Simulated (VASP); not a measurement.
# CoSi2 (Immm) in VASP: notebook

Runs on CoSi2. Level: PBE. Tasks: single point.

Program: VASP 6.6.1. These are calculated values, not measurements. Logs are shortened: lines on timing, memory, paths and dates and some standing lists are left out, and cuts for length are marked.

**1. The cell of the first run**

Symmetry: Immm, No. 71, orthorhombic system. The conventional cell has a = 3.782 Å, b = 3.961 Å, c = 5.246 Å, α = 90.00°, β = 90.00°, γ = 90.00°. Within 3.1 Å of Co (site symmetry mmm) lie 8 Si at 2.32 to 2.36 Å. Si (site symmetry mm2) has 4 Co at 2.32 to 2.36 Å and 6 Si at 2.57 to 2.74 Å within 3.1 Å.

**2. Single point, PBE (uniaxial strain along a: +4.5 %, then relaxed in part)**

INCAR reads:

```
PREC     = Accurate       # precision mode
ENCUT    = 520            # plane-wave cutoff, eV
EDIFF    = 1E-7           # SCF threshold, eV
ISMEAR   = 0              # smearing method
SIGMA    = 0.1            # smearing width, eV
LREAL    = F              # projectors in reciprocal space
LASPH    = T              # aspherical terms in the spheres
NELM     = 60             # most SCF steps
ALGO     = Normal         # electronic algorithm
ISIF     = 2              # what is computed and relaxed
LWAVE    = F              # write WAVECAR
LCHARG   = T              # write CHGCAR
GGA      = PE             # functional
LELF     = T              # ELF
LVHAR    = T            
NBANDS   = 26             # bands
```

KPOINTS reads:

```
Automatic mesh
0
Gamma
  10 10 8
```

POSCAR reads:

```
CoSi2
1.0
    2.8005363181      2.8005363181      0.0000000000
   -2.6746118716      2.6746118716      0.0000000000
    0.0000000000      0.0000000000      5.2459941831
Co Si
2 4
Direct
    0.0000000000      0.0000000000      0.0000000000
    0.5000000000      0.5000000000      0.5000000000
    0.0000000000      0.5000000000      0.7445167394
    0.5000000000      0.0000000000      0.7554832606
    0.5000000000      0.0000000000      0.2445167394
    0.0000000000      0.5000000000      0.2554832606
```

Potentials or basis: VASP PAW PBE potentials, release 64 (Co, Si).

On the command line:

```console
cat potpaw_PBE.64/Co/POTCAR potpaw_PBE.64/Si/POTCAR > POTCAR
mpirun -np 1 vasp_std > vasp.out
```

OUTCAR:

```text
PREC = Accurate
   ENCUT = 520
   EDIFF = 1E-7
   ISMEAR = 0
   LREAL = F
   LASPH = T
   NELM = 60
   ISIF = 2
   GGA = PE

 ion  position               nearest neighbor table
   1  0.000  0.000  0.000-   3 2.32   6 2.32   3 2.32   6 2.32   5 2.36   4 2.36   4 2.36   5 2.36

   2  0.500  0.500  0.500-   4 2.32   5 2.32   4 2.32   5 2.32   3 2.36   6 2.36   3 2.36   6 2.36

   3  0.000  0.500  0.745-   1 2.32   1 2.32   2 2.36   2 2.36   6 2.57   6 2.68   4 2.74   4 2.74
                             4 2.74   4 2.74
   4  0.500  0.000  0.755-   2 2.32   2 2.32   1 2.36   1 2.36   5 2.57   5 2.68   3 2.74   3 2.74
                             3 2.74   3 2.74
   5  0.500  0.000  0.245-   2 2.32   2 2.32   1 2.36   1 2.36   4 2.57   4 2.68   6 2.74   6 2.74
                             6 2.74   6 2.74
   6  0.000  0.500  0.255-   1 2.32   1 2.32   2 2.36   2 2.36   3 2.57   3 2.68   5 2.74   5 2.74
                             5 2.74   5 2.74

  LATTYP: Found a simple orthorhombic cell.
 ALAT       =     3.7824723829
 B/A-ratio  =     1.0470813907
 C/A-ratio  =     1.3869220055

  Lattice vectors:

 A1 = (   2.6746118716,  -2.6746118716,   0.0000000000)
 A2 = (   2.8005363181,   2.8005363181,   0.0000000000)
 A3 = (   0.0000000000,   0.0000000000,   5.2459941831)

Analysis of symmetry for initial positions (statically):
=====================================================================
 Subroutine PRICEL returns following result:

  LATTYP: Found a body centered orthorhombic cell.
 ALAT       =     3.7824723829
 B/A-ratio  =     1.0470813907
 C/A-ratio  =     1.3869220055

  Lattice vectors:

 A1 = (   2.7375740948,   0.0629622232,  -2.6229970915)
 A2 = (  -2.7375740948,  -0.0629622232,  -2.6229970915)
 A3 = (   0.0629622232,   2.7375740948,   2.6229970915)

   2 primitive cells build up your supercell.

 Routine SETGRP: Setting up the symmetry group for a
 simple orthorhombic supercell.

 Subroutine GETGRP returns: Found  8 space group operations
 (whereof  8 operations were pure point group operations)
 out of a pool of  8 trial point group operations.

The static configuration has the point symmetry D_2h.

Analysis of symmetry for dynamics (positions and initial velocities):
=====================================================================
 Subroutine PRICEL returns following result:

  LATTYP: Found a body centered orthorhombic cell.
 ALAT       =     3.7824723829
 B/A-ratio  =     1.0470813907
 C/A-ratio  =     1.3869220055

  Lattice vectors:

 A1 = (   2.7375740948,   0.0629622232,  -2.6229970915)
 A2 = (  -2.7375740948,  -0.0629622232,  -2.6229970915)
 A3 = (   0.0629622232,   2.7375740948,   2.6229970915)

   2 primitive cells build up your supercell.

 Routine SETGRP: Setting up the symmetry group for a
 simple orthorhombic supercell.

 Subroutine GETGRP returns: Found  8 space group operations
 (whereof  8 operations were pure point group operations)
 out of a pool of  8 trial point group operations.

The dynamic configuration has the point symmetry D_2h.

 Subroutine INISYM returns: Found  8 space group operations
 (whereof  8 operations are pure point group operations),
 and found     2 'primitive' translations

----------------------------------------------------------------------------------------

                                     Primitive cell

  volume of cell :      39.2943

  direct lattice vectors                    reciprocal lattice vectors
     2.737574095  0.062962223 -2.622997092     0.178537231  0.178537231 -0.190621637
    -2.737574095 -0.062962223 -2.622997092    -0.186943012  0.186943012 -0.190621637
     0.062962223  2.737574095  2.622997092    -0.008405781  0.365480243  0.000000000

  length of vectors
     3.791884744  3.791884744  3.791884744     0.316366393  0.325932490  0.365576894

  position of ions in fractional coordinates (direct lattice)
     0.000000000  0.000000000  0.000000000
     0.255483261  0.755483261  0.500000000
     0.744516739  0.244516739  0.500000000

  ion indices of the primitive-cell ions
   primitive index   ion index
                 1           1
                 2           5
                 3           4

----------------------------------------------------------------------------------------

 KPOINTS: Automatic mesh

Automatic generation of k-mesh.
 Grid dimensions read from file:
 generate k-points for:   10   10    8

 Generating k-lattice:

  Cartesian coordinates                     Fractional coordinates (reciprocal lattice)
     0.017853723  0.017853723  0.000000000     0.100000000  0.000000000  0.000000000
    -0.018694301  0.018694301  0.000000000     0.000000000  0.100000000  0.000000000
     0.000000000  0.000000000  0.023827705     0.000000000  0.000000000  0.125000000

  Length of vectors
     0.025248977  0.026437734  0.023827705

  Shift w.r.t. Gamma in fractional coordinates (k-lattice)
     0.000000000  0.000000000  0.000000000

 Subroutine IBZKPT returns following result:
 ===========================================

 Found    180 irreducible k-points:

 Following reciprocal coordinates:
            Coordinates               Weight
  0.000000  0.000000  0.000000      1.000000
  0.100000  0.000000  0.000000      2.000000
  0.200000  0.000000  0.000000      2.000000
  0.300000  0.000000  0.000000      2.000000
  0.400000  0.000000  0.000000      2.000000
  0.500000  0.000000  0.000000      1.000000
[... 16 lines left out ...]
  0.400000  0.300000  0.000000      4.000000
  0.500000  0.300000  0.000000      2.000000
 [... further k-points ...]
   k-points           NKPTS =    180   k-points in BZ     NKDIM =    180   number of bands    NBANDS=     26
   number of dos      NEDOS =    301   number of ions     NIONS =      6
   total plane-waves  NPLWV =  33600
   dimension x,y,z NGX =    30 NGY =   28 NGZ =   40
   dimension x,y,z NGXF=    60 NGYF=   56 NGZF=   80
   ions per type =               2   4
   NGX,Y,Z   is equivalent  to a cutoff of  12.59, 12.31, 12.68 a.u.
   NGXF,Y,Z  is equivalent  to a cutoff of  25.19, 24.61, 25.35 a.u.
 SYSTEM =  unknown system
   PREC   = accura    normal or accurate (medium, high low for compatibility)
   ISTART =      0    job   : 0-new  1-cont  2-samecut
   ICHARG =      2    charge: 1-file 2-atom 10-const
   ISPIN  =      1    spin polarized calculation?
   LNONCOLLINEAR =      F non collinear calculations
   LSORBIT =      F    spin-orbit coupling
   LASPH  =      T    aspherical Exc in radial PAW
   ENCUT  =  520.0 eV  38.22 Ry    6.18 a.u.   7.36  7.03  9.75*2*pi/ulx,y,z
   NELM   =     60;   NELMIN=  2; NELMDL= -5     # of ELM steps
   EDIFF  = 0.1E-06   stopping-criterion for ELM
   LREAL  =      F    real-space projection
   EDIFFG = 0.1E-05   stopping-criterion for IOM
   NSW    =      0    number of steps for IOM
   IBRION =     -1    ionic relax: 0-MD 1-quasi-New 2-CG
   NFREE  =      0    steps in history (QN), initial steepest desc. (CG)
   ISIF   =      2    stress and relaxation
   ISYM   =      2    0-nonsym 1-usesym 2-fastsym
   POTIM  = 0.5000    time-step for ionic-motion
   TEBEG  =    0.0;   TEEND  =   0.0 temperature during run
   PSTRESS=    0.0 pullay stress
   NELECT =      34.0000    total number of electrons
   NUPDOWN=      -1.0000    fix difference up-down
   EMIN   =  10.00;   EMAX   =-10.00  energy-range for DOS
   EFERMI =   0.00;   METHOD = LEGACY
   ISMEAR =     0;   SIGMA  =   0.10  broadening in eV -4-tet -1-fermi 0-gaus
   EFERMI_NEDOS =   21; number of points for ismear=-14 and -15
   IALGO  =     38    algorithm
   IMIX   =      4    mixing-type and parameters
     AMIX     =   0.40;   BMIX     =  1.00
     AMIX_MAG =   1.60;   BMIX_MAG =  1.00
  volume/ion in A,a.u.               =      13.10        88.39
  Fermi-wavevector in a.u.,A,eV,Ry     =   1.238173  2.339807 20.858705  1.533072
  Thomas-Fermi vector in A             =   2.372709
   LORBIT       =      0    0 simple, 1 ext, 2 COOP (PROOUT), +10 PAW based schemes
   GGA     = PE    functional components
   LHFCALC =     F    Hartree Fock is set to
   AEXX    =    0.0000 exact exchange contribution
   IVDW    =     0    specifies the selected vdW correction
   LEPSILON=     F    determine dielectric tensor
   LRPA    =     F    only Hartree local field effects (RPA)
 non-spin polarized calculation
 Gauss-broadening in eV      SIGMA  =   0.10
  energy-cutoff  :      520.00
  volume of cell :       78.59
 maximum number of plane-waves:      2142
 NGX is ok and might be reduce to    30
   NGX = 15   NGY = 15   NGZ = 19

 number of electron      34.0000001 magnetization

 Free energy of the ion-electron system (eV)
  ---------------------------------------------------
  ext. energy  EPLUGINS =         0.00000000
  ---------------------------------------------------
  free energy    TOTEN  =       -38.49476159 eV

  energy without entropy =      -38.48402943  energy(sigma->0) =      -38.48939551

 E-fermi :   9.7699     XC(G=0): -11.6438

 val. band max:        9.7642041212   @ k =   0.3000   0.1000   0.0000
 cond. band min:       9.7743534941   @ k =   0.5000   0.1000   0.1250
 fundamental gap:      0.0101493730
 Fermi energy:         9.7698739852

 k-point     1 :       0.0000    0.0000    0.0000
  band No.  band energies     occupation
      1      -3.1686      2.00000
      2       1.2465      2.00000
      3       2.6912      2.00000
      4       3.1021      2.00000
      5       5.6743      2.00000
      6       5.6983      2.00000
[... 18 lines left out ...]
     25      14.6798      0.00000
     26      15.1449      0.00000

 k-point     2 :       0.1000    0.0000    0.0000
  band No.  band energies     occupation
      1      -3.0763      2.00000
      2       1.3169      2.00000
      3       2.6720      2.00000
      4       2.8925      2.00000
      5       5.5744      2.00000
      6       5.6693      2.00000
[... 18 lines left out ...]
     25      14.6444      0.00000
     26      14.8042      0.00000

 k-point     3 :       0.2000    0.0000    0.0000
  band No.  band energies     occupation
      1      -2.8011      2.00000
      2       1.5270      2.00000
      3       1.9420      2.00000
      4       3.0896      2.00000
      5       5.0243      2.00000
      6       5.6282      2.00000
[... 18 lines left out ...]
     25      15.0559      0.00000
     26      16.1444      0.00000

 k-point     4 :       0.3000    0.0000    0.0000
  band No.  band energies     occupation
      1      -2.3476      2.00000
      2       0.9553      2.00000
      3       1.8724      2.00000
      4       3.5097      2.00000
      5       4.3253      2.00000
      6       5.4789      2.00000
[... 18 lines left out ...]
     25      15.4099      0.00000
     26      15.8731      0.00000

 k-point     5 :       0.4000    0.0000    0.0000
  band No.  band energies     occupation
      1      -1.7247      2.00000
      2      -0.0386      2.00000
      3       2.3446      2.00000
      4       3.6032      2.00000
      5       4.0512      2.00000
      6       5.1459      2.00000
[... 18 lines left out ...]
     25      15.9006      0.00000
     26      16.5853      0.00000

 k-point     6 :       0.5000    0.0000    0.0000
  band No.  band energies     occupation
      1      -0.9469      2.00000
      2      -0.9469      2.00000
      3       2.9294      2.00000
      4       2.9294      2.00000
      5       4.6355      2.00000
      6       4.6355      2.00000
[... 427 lines left out ...]
 k-point    21 :       0.2000    0.3000    0.0000
  band No.  band energies     occupation
      1      -1.9179      2.00000
      2       1.3249      2.00000
      3       2.1680      2.00000
      4       3.9271      2.00000
      5       4.0541      2.00000
      6       4.4150      2.00000
[... 18 lines left out ...]
     25      15.7382      0.00000
     26      16.4047      0.00000

 k-point    22 :       0.3000    0.3000    0.0000
  band No.  band energies     occupation
      1      -1.4789      2.00000
      2       1.1750      2.00000
      3       2.4704      2.00000
      4       3.4560      2.00000
      5       4.1939      2.00000
      6       4.3327      2.00000
[... 18 lines left out ...]
     25      16.6763      0.00000
     26      17.0962      0.00000

 k-point    23 :       0.4000    0.3000    0.0000
  band No.  band energies     occupation
      1      -0.8839      2.00000
      2       0.5958      2.00000
      3       2.8695      2.00000
      4       3.5500      2.00000
      5       3.8038      2.00000
      6       4.8285      2.00000
[... 18 lines left out ...]
     25      17.8028      0.00000
     26      18.2734      0.00000

 k-point    24 :       0.5000    0.3000    0.0000
  band No.  band energies     occupation
      1      -0.1652      2.00000
      2      -0.1652      2.00000
      3       3.3327      2.00000
      4       3.3327      2.00000
      5       4.0863      2.00000
      6       4.0863      2.00000
[... 18 lines left out ...]
     25      18.6622      0.00000
     26      18.6622      0.00000

 [... further k-points ...]
[... 5 lines left out ...]
  --------------------------------------------------------------------------------------
  -------------------------------------------------------------------------------------
  Total       -2.4436699     -2.4436699     -0.0756329     -2.3869140      0.0000000      0.0000000
  in kB      -49.8188090    -49.8188090     -1.5419199    -48.6617343      0.0000000      0.0000000
  external PRESSURE =     -33.7265126 kB  Pullay stress =       0.0000000 kB

 VOLUME and BASIS-vectors are now :
 -----------------------------------------------------------------------------
  energy-cutoff  :      520.00
  volume of cell :       78.59
      direct lattice vectors                 reciprocal lattice vectors
     2.800536318  2.800536318  0.000000000     0.178537231  0.178537231  0.000000000
    -2.674611872  2.674611872  0.000000000    -0.186943012  0.186943012  0.000000000
     0.000000000  0.000000000  5.245994183     0.000000000  0.000000000  0.190621637

 POSITION                                       TOTAL-FORCE (eV/Angst)
 -----------------------------------------------------------------------------------
      0.00000      0.00000      0.00000         0.000000      0.000000      0.000000
      0.06296      2.73757      2.62300        -0.000000      0.000000      0.000000
     -1.33731      1.33731      3.90573         0.000000     -0.000000     -0.001606
      1.40027      1.40027      3.96326         0.000000     -0.000000      0.001606
      1.40027      1.40027      1.28273         0.000000     -0.000000     -0.001606
     -1.33731      1.33731      1.34026         0.000000     -0.000000      0.001606
 -----------------------------------------------------------------------------------
    total drift:                               -0.000000      0.000000      0.000000

  FREE ENERGIE OF THE ION-ELECTRON SYSTEM (eV)
  ---------------------------------------------------
  free  energy   TOTEN  =       -38.4947615869 eV

  energy  without entropy=      -38.4840294299  energy(sigma->0) =      -38.48939551
```

Wall time 3.1 min (1 thread of AMD EPYC 9R45 (Zen 5), shared host); peak memory 0.37 GiB.

What came out:

| Property | Result |
| --- | --- |
| Free energy | -38.4948 eV |
| Pressure | -3.4 GPa |
| Band gap on the k mesh | zero (band 17 reaches 11.25 eV, above the bottom of band 18 at 8.53 eV) |

Stress tensor (GPa, compression positive):
```
-4.98 -4.87  0.00
-4.87 -4.98  0.00
 0.00  0.00 -0.15
```

Caveat: the cell differs from its parent crystal (uniaxial strain along a: +4.5 %, then relaxed in part). Spin polarisation is off, so any magnetic state and its effect on volume and gap are missing.

**3. Single point, PBE (uniaxial strain along a: +4.5 %)**

INCAR reads:

```
ALGO = Normal
EDIFF = 1E-7
ENCUT = 520
GGA = PE
ISIF = 2
ISMEAR = 0
LASPH = True
LCHARG = False
LREAL = False
LWAVE = False
NBANDS = 26
NELM = 60
PREC = Accurate
SIGMA = 0.1
```

KPOINTS reads:

```
k-points
0
Gamma
  10 10 8
```

POSCAR reads:

```
CoSi2
1.0
    2.8005363181      2.8005363181      0.0000000000
   -2.6497897460      2.6497897460      0.0000000000
    0.0000000000      0.0000000000      5.2995794919
Co Si
2 4
Direct
    0.0000000000      0.0000000000      0.0000000000
    0.5000000000      0.5000000000      0.5000000000
    0.0000000000      0.5000000000      0.7458136558
    0.5000000000      0.0000000000      0.7541863442
    0.5000000000      0.0000000000      0.2458136558
    0.0000000000      0.5000000000      0.2541863442
```

Potentials or basis: VASP PAW PBE potentials, release 64 (Co, Si).

On the command line:

```console
cat potpaw_PBE.64/Co/POTCAR potpaw_PBE.64/Si/POTCAR > POTCAR
mpirun -np 1 vasp_std > vasp.out
```

Wall time 3 min (1 thread of AMD EPYC 9R45 (Zen 5), shared host); peak memory 0.37 GiB.

It converged, with:

```yaml
Free_energy: -38.4843 eV
Pressure: -3.5 GPa
Largest_force: 0.178 eV/Å
Band_gap_on_the_k_mesh: zero (band 17 reaches 11.29 eV, above the bottom of band 18 at 8.51 eV)
```

Forces in eV/Å, atoms in the order of the input:
```
Co   0.000  0.000  0.000
Co   0.000  0.000  0.000
Si   0.000  0.000 -0.178
Si   0.000  0.000  0.178
Si   0.000  0.000 -0.178
Si   0.000  0.000  0.178
```

Stress tensor (GPa, compression positive):
```
-4.56 -6.49  0.00
-6.49 -4.56  0.00
 0.00  0.00 -1.32
```

Levels at points of the mesh, in eV from the Fermi level:
| k point | band 13 | band 14 | band 15 | band 16 | band 17 | band 18 | band 19 | band 20 | band 21 | band 22 |
| --- | --- | --- | --- | --- | --- | --- | --- | --- | --- | --- |
| (0.00, 0.00, 0.00) | -1.75 | -1.75 | -1.28 | 0.44 | 1.29 | 2.92 | 2.96 | 3.02 | 3.22 | 3.72 |
| (0.50, 0.00, 0.00) | -1.46 | -1.46 | -0.92 | -0.92 | 0.38 | 0.38 | 2.65 | 2.65 | 4.49 | 4.49 |
| (0.00, 0.50, 0.00) | -1.43 | -1.43 | -0.99 | -0.99 | 0.07 | 0.07 | 1.94 | 1.94 | 3.97 | 3.97 |
| (0.50, 0.50, 0.00) | -1.82 | -1.82 | -1.81 | -1.81 | -1.25 | -1.25 | 1.56 | 1.56 | 2.96 | 2.96 |
| (0.00, 0.00, 0.50) | -0.44 | -0.44 | -0.12 | -0.12 | -0.05 | -0.05 | 1.15 | 1.15 | 3.36 | 3.36 |
| (0.50, 0.00, 0.50) | -1.53 | -1.53 | -0.41 | -0.41 | -0.18 | -0.18 | 2.91 | 2.91 | 3.42 | 3.42 |
| (0.00, 0.50, 0.50) | -1.51 | -1.51 | -0.85 | -0.85 | -0.36 | -0.36 | 2.45 | 2.45 | 2.97 | 2.97 |
| (0.50, 0.50, 0.50) | -1.97 | -1.97 | -1.39 | -1.39 | -0.60 | -0.60 | 3.67 | 3.67 | 3.68 | 3.68 |

Caveat: the cell differs from its parent crystal (uniaxial strain along a: +4.5 %).
